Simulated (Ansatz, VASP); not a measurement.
F in VASP and in Ansatz

The input INCAR:

```
  PREC = Accurate
  ENCUT = 520
  EDIFF = 1E-6
  ISMEAR = -1
  SIGMA = 0.05
  LREAL = F
  LASPH = T
  NELM = 60
  ALGO = Normal
  ISIF = 2
  LWAVE = F
  LCHARG = F
  GGA = CA
  NBANDS = 22
```

The input KPOINTS:

```
regular mesh
0
Gamma
  11 11 5
```

File POSCAR:

```
F
1.0
    2.3745292719     -1.4831653099      0.2438363588
    2.3745292719      1.4831653099      0.2438363588
   -0.6941828868      0.0000000000      5.9089006546
F
4
Direct
    0.8967117595      0.6044793703      0.1022110163
    0.3955206297      0.1032882405      0.3977889837
    0.1032882405      0.3955206297      0.8977889837
    0.6044793703      0.8967117595      0.6022110163
```

Input for Ansatz:

```yaml
crystal:
  lattice:
    - [2.3745292719, -1.4831653099, 0.2438363588]
    - [2.3745292719, 1.4831653099, 0.2438363588]
    - [-0.6941828868, 0.0, 5.9089006546]
  atoms:
    - { symbol: F, position: [0.8967117595, 0.6044793703, 0.1022110163] }
    - { symbol: F, position: [0.3955206297, 0.1032882405, 0.3977889837] }
    - { symbol: F, position: [0.1032882405, 0.3955206297, 0.8977889837] }
    - { symbol: F, position: [0.6044793703, 0.8967117595, 0.6022110163] }
hamiltonian:
  xc: lda
  pseudopotentials:
    kind: paw
    azcp:
      F: "pseudopotentials/F.paw.azcp"
basis:
  ecutwfc: 420
  fft_grid_basis: typed
kpoints:
  mp_grid: { grid: [11, 11, 5], shift: [0, 0, 0] }
magnetization:
  spin_polarized: false
scf:
  occupations: { method: fermi_dirac, width: 0.05 }
output:
  stress: true
```

Alike in both runs: task single point; functional LDA; k mesh 11 × 11 × 5; occupations fermi-dirac, width 0.05 eV; no spin polarisation.

|  | VASP | Ansatz |
| --- | --- | --- |
| version | VASP 6.6.1 | Ansatz 0.2.0 |
| potentials or method | VASP PAW LDA potentials, release 64 (F), cutoff 520 eV | plane waves (420 eV) with PAW, scalar-relativistic |
| valence electrons in the cell | 28 | 28 |

|  | VASP | Ansatz | Ansatz less VASP |
| --- | --- | --- | --- |
| pressure (GPa) | 9.1 | 7.7 | -1.45 |
| traceless stress, the component that is largest in VASP (GPa) | 11.29 | 8.13 | -3.163 |

Ansatz warns that its potentials were made for another functional, while VASP's fit it. LDA's correlation is that of Perdew and Zunger in VASP and of Perdew and Wang (1992) in Ansatz.
